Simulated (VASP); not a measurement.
# ZrTl3B2 in VASP: further runs

Runs on ZrTl3B2. Level: PBE+U. Tasks: relaxation of cell and atoms.

All numbers are computed with VASP 6.6.1; they aren't measurements. Logs are shortened: lines on timing, memory, paths and dates and some standing lists are left out, and cuts for length are marked.

## (1) The cell of the first run

The typed cell holds 6 atoms: a = 5.885 Å, b = 5.885 Å, c = 3.692 Å, α = 90.00°, β = 90.00°, γ = 60.00°.

## (2) Relaxation of cell and atoms, PBE+U

Contents of INCAR:

```
SYSTEM = ZrTl3B2
  PREC = Accurate
  ENCUT = 600
  EDIFF = 1E-6
  ISMEAR = 1
  SIGMA = 0.025
  LREAL = .False.
  LASPH = .True.
  NELM = 150
  ALGO = Normal
  ISIF = 3
  LWAVE = .False.
  LCHARG = .False.
  LMAXMIX = 4
  LDAU = .True.
  LDAUTYPE = 2
  LDAUL = -1 -1 2
  LDAUU = 0 0 4
  LDAUJ = 0 0 0
  LDAUPRINT = 1
  GGA = PE
  IBRION = 2
  NSW = 60
  EDIFFG = -0.01
```

Contents of KPOINTS:

```
Automatic mesh
0
Gamma
  4 4 5
  0 0 0
```

Contents of POSCAR:

```
ZrTl3B2
1.0
    2.9427170000      5.0969330000      0.0000000000
   -2.9427170000      5.0969330000      0.0000000000
    0.0000000000      0.0000000000      3.6917730000
B Tl Zr
2 3 1
Direct
    0.3333000000      0.3334000000      0.0000000000
    0.6666000000      0.6667000000      0.0000000000
    0.5000000000      0.5000000000      0.5000000000
    0.5000000000      0.0000000000      0.5000000000
    0.0000000000      0.5000000000      0.5000000000
    0.0000000000      0.0000000000      0.0000000000
```

Potentials or basis: VASP PAW PBE potentials, release 64 (B, Tl_d, Zr_sv).

Command:

```bash
$ cat potpaw_PBE.64/B/POTCAR potpaw_PBE.64/Tl_d/POTCAR potpaw_PBE.64/Zr_sv/POTCAR > POTCAR
$ mpirun -np 1 vasp_std > vasp.out
```

OUTCAR:

```text
SYSTEM = ZrTl3B2
   PREC = Accurate
   ENCUT = 600
   EDIFF = 1E-6
   ISMEAR = 1
   LREAL = .False.
   LASPH = .True.
   NELM = 150
   ISIF = 3
   GGA = PE
   IBRION = 2
   NSW = 60
   EDIFFG = -0.01

 ion  position               nearest neighbor table
   1  0.333  0.333  0.000-   3 2.51   3 2.51   5 2.51   5 2.51   4 2.51   4 2.51
   2  0.667  0.667  0.000-   3 2.51   3 2.51   4 2.51   4 2.51   5 2.51   5 2.51
   3  0.500  0.500  0.500-   1 2.51   2 2.51   1 2.51   2 2.51   4 2.94   5 2.94   4 2.94   5 2.94
                             6 3.47   6 3.47   6 3.47   6 3.47
   4  0.500  0.000  0.500-   2 2.51   2 2.51   1 2.51   1 2.51   3 2.94   3 2.94   5 2.94   5 2.94
                             6 3.47   6 3.47   6 3.47   6 3.47
   5  0.000  0.500  0.500-   1 2.51   1 2.51   2 2.51   2 2.51   3 2.94   3 2.94   4 2.94   4 2.94
                             6 3.47   6 3.47   6 3.47   6 3.47
   6  0.000  0.000  0.000-   4 3.47   5 3.47   4 3.47   5 3.47   5 3.47   5 3.47   4 3.47   4 3.47
                             3 3.47   3 3.47   3 3.47   3 3.47

  LATTYP: Found a hexagonal cell.
 ALAT       =     5.8854319594
 C/A-ratio  =     0.6272730745

  Lattice vectors:

 A1 = (   2.9427170000,  -5.0969330000,   0.0000000000)
 A2 = (   2.9427170000,   5.0969330000,   0.0000000000)
 A3 = (   0.0000000000,   0.0000000000,   3.6917730000)

Analysis of symmetry for initial positions (statically):
=====================================================================
 Subroutine PRICEL returns:
 Original cell was already a primitive cell.

 Routine SETGRP: Setting up the symmetry group for a
 hexagonal supercell.

 Subroutine GETGRP returns: Found  4 space group operations
 (whereof  4 operations were pure point group operations)
 out of a pool of 24 trial point group operations.

The static configuration has the point symmetry C_2v.

Analysis of symmetry for dynamics (positions and initial velocities):
=====================================================================
 Subroutine PRICEL returns:
 Original cell was already a primitive cell.

 Routine SETGRP: Setting up the symmetry group for a
 hexagonal supercell.

 Subroutine GETGRP returns: Found  4 space group operations
 (whereof  4 operations were pure point group operations)
 out of a pool of 24 trial point group operations.

The dynamic configuration has the point symmetry C_2v.

 Subroutine INISYM returns: Found  4 space group operations
 (whereof  4 operations are pure point group operations),
 and found     1 'primitive' translations

----------------------------------------------------------------------------------------

                                     Primitive cell

  volume of cell :     110.7446

  direct lattice vectors                    reciprocal lattice vectors
     2.942717000  5.096933000  0.000000000     0.169911004  0.098098209  0.000000000
    -2.942717000  5.096933000  0.000000000    -0.169911004  0.098098209  0.000000000
     0.000000000  0.000000000  3.691773000     0.000000000  0.000000000  0.270872559

  length of vectors
     5.885431959  5.885431959  3.691773000     0.196196350  0.196196350  0.270872559

  position of ions in fractional coordinates (direct lattice)
     0.333300000  0.333400000  0.000000000
     0.666600000  0.666700000  0.000000000
     0.500000000  0.500000000  0.500000000
     0.500000000  0.000000000  0.500000000
     0.000000000  0.500000000  0.500000000
     0.000000000  0.000000000  0.000000000

  ion indices of the primitive-cell ions
   primitive index   ion index
                 1           1
                 2           2
                 3           3
                 4           4
                 5           5
                 6           6

[... 53 lines left out ...]
   dimension x,y,z NGXF=    96 NGYF=   96 NGZF=   60
   ions per type =               2   3   1
   NGX,Y,Z   is equivalent  to a cutoff of  13.56, 13.56, 13.51 a.u.
   NGXF,Y,Z  is equivalent  to a cutoff of  27.12, 27.12, 27.02 a.u.
 SYSTEM =  ZrTl3B2
   PREC   = accura    normal or accurate (medium, high low for compatibility)
   ISTART =      0    job   : 0-new  1-cont  2-samecut
   ICHARG =      2    charge: 1-file 2-atom 10-const
   ISPIN  =      1    spin polarized calculation?
   LNONCOLLINEAR =      F non collinear calculations
   LSORBIT =      F    spin-orbit coupling
   LASPH  =      T    aspherical Exc in radial PAW
   ENCUT  =  600.0 eV  44.10 Ry    6.64 a.u.  11.75 11.75  7.37*2*pi/ulx,y,z
   NELM   =    150;   NELMIN=  2; NELMDL= -5     # of ELM steps
   EDIFF  = 0.1E-05   stopping-criterion for ELM
   LREAL  =      F    real-space projection
   EDIFFG = -.1E-01   stopping-criterion for IOM
   NSW    =     60    number of steps for IOM
   IBRION =      2    ionic relax: 0-MD 1-quasi-New 2-CG
   NFREE  =      1    steps in history (QN), initial steepest desc. (CG)
   ISIF   =      3    stress and relaxation
   ISYM   =      2    0-nonsym 1-usesym 2-fastsym
   POTIM  = 0.5000    time-step for ionic-motion
   TEBEG  =    0.0;   TEEND  =   0.0 temperature during run
   PSTRESS=    0.0 pullay stress
   NELECT =      57.0000    total number of electrons
   NUPDOWN=      -1.0000    fix difference up-down
   EMIN   =  10.00;   EMAX   =-10.00  energy-range for DOS
   EFERMI =   0.00;   METHOD = LEGACY
   ISMEAR =     1;   SIGMA  =   0.03  broadening in eV -4-tet -1-fermi 0-gaus
   EFERMI_NEDOS =   21; number of points for ismear=-14 and -15
   IALGO  =     38    algorithm
   IMIX   =      4    mixing-type and parameters
     AMIX     =   0.40;   BMIX     =  1.00
     AMIX_MAG =   1.60;   BMIX_MAG =  1.00
  volume/ion in A,a.u.               =      18.46       124.56
  Fermi-wavevector in a.u.,A,eV,Ry     =   1.311975  2.479274 23.419424  1.721279
  Thomas-Fermi vector in A             =   2.442400
   LORBIT       =      0    0 simple, 1 ext, 2 COOP (PROOUT), +10 PAW based schemes
 LDA+U is selected, type is set to LDAUTYPE =  2
   angular momentum for each species LDAUL =    -1   -1    2
   U (eV)           for each species LDAUU =   0.0  0.0  4.0
   J (eV)           for each species LDAUJ =   0.0  0.0  0.0
   GGA     = PE    functional components
   LHFCALC =     F    Hartree Fock is set to
   AEXX    =    0.0000 exact exchange contribution
   IVDW    =     0    specifies the selected vdW correction
   LEPSILON=     F    determine dielectric tensor
   LRPA    =     F    only Hartree local field effects (RPA)
 conjugate gradient relaxation of ions
 non-spin polarized calculation
 Methfessel and Paxton  Order N= 1 SIGMA  =   0.03
  energy-cutoff  :      600.00
  volume of cell :      110.74
 maximum number of plane-waves:      3732
 NGX is ok and might be reduce to    48
   NGX = 23   NGY = 23   NGZ = 15

--------------------------------------- Ionic step        1  -------------------------------------------

 number of electron      56.9999990 magnetization

 Free energy of the ion-electron system (eV)
  ---------------------------------------------------
  ext. energy  EPLUGINS =         0.00000000
  ---------------------------------------------------
  free energy    TOTEN  =       -17.72017769 eV

  energy without entropy =      -17.71796658  energy(sigma->0) =      -17.71944066

------------------------ aborting loop because EDIFF is reached ----------------------------------------

  FORCE on cell =-STRESS in cart. coord.  units (eV):
  Direction    XX          YY          ZZ          XY          YZ          ZX
  --------------------------------------------------------------------------------------
  -------------------------------------------------------------------------------------
  Total        8.6655012      8.6661829      3.9224640      0.0000000      0.0000000      0.0000000
  in kB      125.3666045    125.3764658     56.7475533      0.0000000      0.0000000      0.0000000
  external PRESSURE =     102.4968745 kB  Pullay stress =       0.0000000 kB
[... 301 lines left out ...]
  FREE ENERGIE OF THE ION-ELECTRON SYSTEM (eV)
  ---------------------------------------------------
  free  energy   TOTEN  =       -18.3157385584 eV

  energy  without entropy=      -18.3151353365  energy(sigma->0) =      -18.31553748

atom =   6  type =  3  l = 2

 onsite density matrix

spin component  1

  0.0937  0.0000  0.0000  0.0000  0.0000
  0.0000  0.0883  0.0000  0.0000  0.0000
  0.0000  0.0000  0.2771  0.0000  0.0000
  0.0000  0.0000  0.0000  0.0881  0.0000
  0.0000  0.0000  0.0000  0.0000  0.0936

spin component  2

  0.0937  0.0000  0.0000  0.0000  0.0000
  0.0000  0.0883  0.0000  0.0000  0.0000
  0.0000  0.0000  0.2771  0.0000  0.0000
  0.0000  0.0000  0.0000  0.0881  0.0000
  0.0000  0.0000  0.0000  0.0000  0.0936

 occupancies and eigenvectors

  o =  0.0881  v =  0.0000  0.0000  0.0000 -1.0000  0.0000  0.0000  0.0000  0.0000  0.0000  0.0000      0.0000  0.0000  0.0000  0.0000  0.0000  0.0000  0.0000  0.0000  0.0000  0.0000
  o =  0.0881  v =  0.0000  0.0000  0.0000  0.0000  0.0000  0.0000  0.0000  0.0000 -1.0000  0.0000      0.0000  0.0000  0.0000  0.0000  0.0000  0.0000  0.0000  0.0000  0.0000  0.0000
  o =  0.0883  v =  0.0000  0.0000  0.0000  0.0000  0.0000  0.0000  1.0000  0.0000  0.0000  0.0000      0.0000  0.0000  0.0000  0.0000  0.0000  0.0000  0.0000  0.0000  0.0000  0.0000
  o =  0.0883  v =  0.0000  1.0000  0.0000  0.0000  0.0000  0.0000  0.0000  0.0000  0.0000  0.0000      0.0000  0.0000  0.0000  0.0000  0.0000  0.0000  0.0000  0.0000  0.0000  0.0000
  o =  0.0936  v =  0.0000  0.0000  0.0000  0.0000  0.0000  0.0000  0.0000 -0.0001  0.0000  1.0000      0.0000  0.0000  0.0000  0.0000  0.0000  0.0000  0.0000  0.0000  0.0000  0.0000
  o =  0.0936  v =  0.0000  0.0000 -0.0001  0.0000  1.0000  0.0000  0.0000  0.0000  0.0000  0.0000      0.0000  0.0000  0.0000  0.0000  0.0000  0.0000  0.0000  0.0000  0.0000  0.0000
  o =  0.0937  v =  1.0000  0.0000  0.0000  0.0000  0.0000  0.0000  0.0000  0.0000  0.0000  0.0000      0.0000  0.0000  0.0000  0.0000  0.0000  0.0000  0.0000  0.0000  0.0000  0.0000
  o =  0.0937  v =  0.0000  0.0000  0.0000  0.0000  0.0000  1.0000  0.0000  0.0000  0.0000  0.0000      0.0000  0.0000  0.0000  0.0000  0.0000  0.0000  0.0000  0.0000  0.0000  0.0000
  o =  0.2771  v =  0.0000  0.0000 -1.0000  0.0000 -0.0001  0.0000  0.0000  0.0000  0.0000  0.0000      0.0000  0.0000  0.0000  0.0000  0.0000  0.0000  0.0000  0.0000  0.0000  0.0000
  o =  0.2771  v =  0.0000  0.0000  0.0000  0.0000  0.0000  0.0000  0.0000 -1.0000  0.0000 -0.0001      0.0000  0.0000  0.0000  0.0000  0.0000  0.0000  0.0000  0.0000  0.0000  0.0000

--------------------------------------- Ionic step        9  -------------------------------------------

 number of electron      57.0000006 magnetization

 Free energy of the ion-electron system (eV)
  ---------------------------------------------------
  ext. energy  EPLUGINS =         0.00000000
  ---------------------------------------------------
  free energy    TOTEN  =       -18.31576316 eV

  energy without entropy =      -18.31508261  energy(sigma->0) =      -18.31553631

 E-fermi :   7.4568     XC(G=0): -10.6378

 val. band max:        7.4407004718   @ k =   0.5000   0.5000   0.2000
 cond. band min:       7.4629124965   @ k =   0.5000   0.2500   0.4000
 fundamental gap:      0.0222120247
 Fermi energy:         7.4567763545

 k-point     1 :       0.0000    0.0000    0.0000
  band No.  band energies     occupation
      1     -44.1934      2.00000
      2     -22.2060      2.00000
      3     -22.2056      2.00000
      4     -21.7413      2.00000
      5      -5.3049      2.00000
      6      -4.6789      2.00000
[... 799 lines left out ...]
  FREE ENERGIE OF THE ION-ELECTRON SYSTEM (eV)
  ---------------------------------------------------
  free  energy   TOTEN  =       -18.3157631559 eV

  energy  without entropy=      -18.3150826108  energy(sigma->0) =      -18.31553631

 reached required accuracy - stopping structural energy minimisation
```

Wall time 16 min (1 thread of Intel Xeon 8259CL, shared host); peak memory 0.32 GiB.

Results:

```yaml
Free_energy: -18.3158 eV
Relaxed_volume: 20.85 Å³/atom
Relaxed_cell: a = 6.319 Å, b = 6.319 Å, c = 3.618 Å, α = 90.00°, β = 90.00°, γ = 59.99°
Space_group_after_relaxing_to_0.1_Å: P6/mmm (No. 191)
Energy_gained_by_relaxing: 99.3 meV/atom
Ionic_steps: 9
Pressure_after_relaxing: 0.0 GPa
Band_gap_on_the_k_mesh: zero (an odd number of electrons rules out a gap without spin polarisation)
```

The path:
```
step  energy change (eV)  largest force (eV/Å)  pressure (GPa)  volume (Å³)
   1              0.0000                0.0009           10.25       110.74
   2             -0.4789                0.0008           -2.07       130.71
   3             -0.4971                0.0008           -0.68       126.90
   4             -0.5661                0.0009           -0.89       126.51
   5             -0.5936                0.0009           -0.47       126.12
   6             -0.5944                0.0009           -0.37       126.03
   7             -0.5944                0.0009           -0.39       126.05
   8             -0.5956                0.0009            0.06       125.00
   9             -0.5956                0.0009            0.00       125.13
```

Final structure:
```xyz
6
Lattice="3.1594 5.4729 0.0000 -3.1594 5.4729 0.0000 0.0000 0.0000 3.6183" Properties=species:S:1:pos:R:3 pbc="T T T"
B    -0.0003    3.6488    0.0000
B    -0.0003    7.2970    0.0000
Tl    0.0000    5.4729    1.8091
Tl    1.5796    2.7365    1.8091
Tl    1.5796    8.2093    1.8091
Zr   -3.1592    5.4729    0.0000
```

Levels at points of the mesh, in eV from the Fermi level:
| k point | band 26 | band 27 | band 28 | band 29 | band 30 | band 31 |
| --- | --- | --- | --- | --- | --- | --- |
| (0.00, 0.00, 0.00) | -2.15 | -1.21 | 0.32 | 1.18 | 1.18 | 1.67 |
| (0.50, 0.00, 0.00) | -1.72 | -0.71 | -0.44 | 0.55 | 0.82 | 1.01 |
| (0.50, 0.50, 0.00) | -1.72 | -0.71 | -0.44 | 0.55 | 0.82 | 1.01 |

Eigenvalues of the final occupation matrices:
| site | spin | trace | eigenvalues |
| --- | --- | --- | --- |
| site 6 d | 1 | 0.64 | 0.09 0.09 0.09 0.09 0.28 |
| site 6 d | 2 | 0.64 | 0.09 0.09 0.09 0.09 0.28 |

Caveat: spin-orbit coupling is left out, which moves the levels of the heavy elements; U without spin polarisation on a metal has little footing; the U is typed as a test and isn't derived for this compound.

## (3) Relaxation of cell and atoms, PBE+U

Contents of INCAR:

```
SYSTEM = ZrTl3B2
ALGO = Normal
EDIFF = 1E-7
EDIFFG = -0.01
ENCUT = 600
GGA = PE
IBRION = 2
ISIF = 3
ISMEAR = 0
LASPH = .True.
LCHARG = .False.
LDAU = .True.
LDAUJ = 0 0 0
LDAUL = -1 -1 2
LDAUPRINT = 1
LDAUTYPE = 2
LDAUU = 0 0 8
LMAXMIX = 4
LREAL = .False.
LWAVE = .False.
NELM = 150
NSW = 60
PREC = Accurate
SIGMA = 0.0655
```

Contents of KPOINTS:

```
k-points
0
Gamma
  4 4 5
  0 0 0
```

POSCAR is that of step 2.

Potentials or basis: VASP PAW PBE potentials, release 64 (B, Tl_d, Zr_sv).

Command:

```bash
$ cat potpaw_PBE.64/B/POTCAR potpaw_PBE.64/Tl_d/POTCAR potpaw_PBE.64/Zr_sv/POTCAR > POTCAR
$ mpirun -np 1 vasp_std > vasp.out
```

Wall time 22 min (1 thread of Intel Xeon 8259CL, shared host); peak memory 0.33 GiB.

It converged, with:

```yaml
Free_energy: -16.4085 eV
Relaxed_volume: 21.28 Å³/atom
Relaxed_cell: a = 6.377 Å, b = 6.377 Å, c = 3.626 Å, α = 90.00°, β = 90.00°, γ = 59.99°
Space_group_after_relaxing_to_0.1_Å: P6/mmm (No. 191)
Energy_gained_by_relaxing: 121.1 meV/atom
Ionic_steps: 8
Pressure_after_relaxing: 0.0 GPa
Band_gap_on_the_k_mesh: zero (an odd number of electrons rules out a gap without spin polarisation)
```

Step by step:
```
step  energy change (eV)  largest force (eV/Å)  pressure (GPa)  volume (Å³)
   1              0.0000                0.0010           11.77       110.74
   2             -0.5963                0.0009           -2.47       133.86
   3             -0.6248                0.0009           -0.49       128.85
   4             -0.6250                0.0009           -0.69       129.30
   5             -0.6959                0.0010           -0.72       128.89
   6             -0.7262                0.0010           -0.21       128.34
   7             -0.7262                0.0010           -0.24       128.36
   8             -0.7267                0.0011            0.03       127.69
```

Final structure:
```cif
data_structure
_symmetry_space_group_name_H-M 'P 1'
_symmetry_Int_Tables_number 1
_cell_length_a 6.3770
_cell_length_b 6.3770
_cell_length_c 3.6259
_cell_angle_alpha 90.000
_cell_angle_beta 90.000
_cell_angle_gamma 59.995
_cell_volume 127.69
loop_
_atom_site_label
_atom_site_type_symbol
_atom_site_fract_x
_atom_site_fract_y
_atom_site_fract_z
_atom_site_occupancy
B1 B 0.33330 0.33341 0.00000 1
B2 B 0.66659 0.66670 0.00000 1
Tl1 Tl 0.50000 0.50000 0.50000 1
Tl2 Tl 0.49999 0.00002 0.50000 1
Tl3 Tl 0.99998 0.50001 0.50000 1
Zr1 Zr 0.00003 0.99997 0.00000 1
```

Levels at points of the mesh, in eV from the Fermi level:
| k point | band 25 | band 26 | band 27 | band 28 | band 29 | band 30 | band 31 | band 32 |
| --- | --- | --- | --- | --- | --- | --- | --- | --- |
| (0.00, 0.00, 0.00) | -3.29 | -2.45 | -1.07 | -0.01 | 1.65 | 1.67 | 1.68 | 2.34 |
| (0.50, 0.00, 0.00) | -2.20 | -1.59 | -0.83 | -0.29 | 0.34 | 0.89 | 1.20 | 1.57 |
| (0.50, 0.50, 0.00) | -2.20 | -1.59 | -0.83 | -0.29 | 0.34 | 0.88 | 1.20 | 1.57 |

Eigenvalues of the final occupation matrices:
```
    site  spin  trace               eigenvalues
site 6 d     1   0.54  0.05 0.05 0.06 0.06 0.32
site 6 d     2   0.54  0.05 0.05 0.06 0.06 0.32
```

Caveat: the volume moved by over 15 % at a fixed basis, so the end points are rough; spin-orbit coupling is left out, which moves the levels of the heavy elements; U without spin polarisation on a metal has little footing; the U is typed as a test and isn't derived for this compound.

The gap in the log of VASP goes by the Fermi energy; the results here count the filled bands.